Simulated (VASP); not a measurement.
Runs of VASP 6.6.1 on Sr. It takes space group P-62m (No. 189, hexagonal). Conventional cell: a = 7.066 Å, b = 7.066 Å, c = 3.817 Å, α = 90.00°, β = 90.00°, γ = 120.00°. Sr (site symmetry m2m) has 8 Sr at 3.82 to 4.09 Å within 5.0 Å. This isn't the form of Sr at room conditions, which is fcc.

| level | potentials or basis | gap on the mesh (eV) | pressure (GPa) | largest force (eV/Å) |
| --- | --- | --- | --- | --- |
| r2SCAN | VASP PAW PBE potentials, release 64 (Sr_sv) | none | -0.4 | 0.02 |
| BLYP | VASP PAW PBE potentials, release 64 (Sr_sv) | none | -0.1 | 0.01 |
| PBEsol | VASP PAW PBE potentials, release 64 (Sr_sv) | none | -1.0 | 0.01 |
| LDA | VASP PAW LDA potentials, release 64 (Sr_sv) | none | (a) | - |

Alike in all rows: task single point; no spin polarisation; cell as given; k mesh 2 × 2 × 4; cutoff (eV) 520; smearing fermi-dirac 0.01 eV.

Q: Fill in the values left out.

A: (a) -1.6.

Caveats: all runs use coarse meshes; the PAW data sets were made with another functional, which shifts forces and pressure a little (at least some runs).

A k mesh can miss the band edges, and the runs leave out spin-orbit coupling on Sr.

A gap of «none» marks levels without a gap at the run's occupations.
